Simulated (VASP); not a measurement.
Set up this calculation in VASP 6.6.1, as the native input.

- Task: single point
- Functional: PBE
- Potentials or basis: VASP PAW PBE potentials, release 64 (Eu)
- Cutoff: 520 eV
- k mesh: 7 × 7 × 7
- Occupations: fermi-dirac, width 0.05 eV
- Spin: collinear spin, ferromagnetic start
- Starting moments: [7.0] μB
- Dipole correction: no
- Further INCAR settings: ALGO = Normal; EDIFF = 1e-07; NBANDS = 18

The structure of Eu lies in POSCAR:

```
Eu
1.0
    0.0000000000      2.7893026914      2.7893026914
    2.7893026914      0.0000000000      2.7893026914
    2.7893026914      2.7893026914      0.0000000000
Eu
1
Direct
    0.0000000000      0.0000000000      0.0000000000
```

One way to write it, as run:

INCAR

```
ALGO = Normal
EDIFF = 1E-7
ENCUT = 520
GGA = PE
ISIF = 2
ISMEAR = -1
ISPIN = 2
LASPH = True
LCHARG = False
LMAXMIX = 6
LORBIT = 11
LREAL = False
LWAVE = False
MAGMOM = 7
NBANDS = 18
NELM = 150
PREC = Accurate
SIGMA = 0.05
```

KPOINTS

```
k-points
0
Gamma
  7 7 7
```

Potentials or basis: VASP PAW PBE potentials, release 64 (Eu).

The run is started by

```sh
$ cat potpaw_PBE.64/Eu/POTCAR > POTCAR
$ mpirun -np 1 vasp_std > vasp.out
```

Results of the run:

| Property | Result |
| --- | --- |
| Pressure | -1.1 GPa |
| Net moment | 7.57 μB per cell |
| Site moments | Eu +6.74 μB |
| Valence electrons inside the program's atomic spheres | Eu 14.73 |

Run time: 61 s on 1 thread of AMD EPYC 7R43 64-Core Processor (Zen 3), with other jobs on the host, peak memory 0.17 GiB.
